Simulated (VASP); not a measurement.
Wanted: the native input for a VASP 6.6.1 run.

```
Task                   : single point
Functional             : PBEsol
Potentials or basis    : VASP PAW PBE potentials, release 64 (Hf_pv, O)
Cutoff                 : 520 eV
k mesh                 : 8 × 8 × 8
Occupations            : gaussian, width 0.05 eV
Spin                   : no spin polarisation
Dipole correction      : no
Further INCAR settings : ALGO = Normal; EDIFF = 1e-06; NBANDS = 18
```

The structure of HfO2 lies in POSCAR:

```
HfO2
1.0
   -0.0683121971      2.5324059672      2.5324059672
    2.5324059672     -0.0683121971      2.5324059672
    2.5324059672      2.5324059672     -0.0683121971
Hf O
1 2
Direct
    0.0000000000      0.0000000000      0.0000000000
    0.2500000000      0.2500000000      0.2500000000
    0.7500000000      0.7500000000      0.7500000000
```

The input as run:

INCAR

```
PREC = Accurate
ENCUT = 520
EDIFF = 1E-6
ISMEAR = 0
SIGMA = 0.05
LREAL = False
LASPH = True
NELM = 80
ALGO = Normal
ISIF = 2
LWAVE = False
LCHARG = False
GGA = PS
NBANDS = 18
```

KPOINTS

```
regular mesh
0
Gamma
  8 8 8
```

Potentials or basis: VASP PAW PBE potentials, release 64 (Hf_pv, O).

Launch:

```sh
$ cat potpaw_PBE.64/Hf_pv/POTCAR potpaw_PBE.64/O/POTCAR > POTCAR
$ mpirun -np 1 vasp_std > vasp.out
```

Results of the run:

```json
{
 "Pressure": "-15.2 GPa",
 "Largest force": "0.265 eV/Å",
 "Band gap on the k mesh": "3.59 eV, direct"
}
```

Caveat: the PAW data sets were made with another functional, which shifts forces and pressure a little; spin-orbit coupling is left out, which moves the levels of the heavy elements.

Wall time 16 s on 1 thread of Intel(R) Xeon(R) 6975P-C (Granite Rapids) (shared host), peak memory 0.17 GiB.
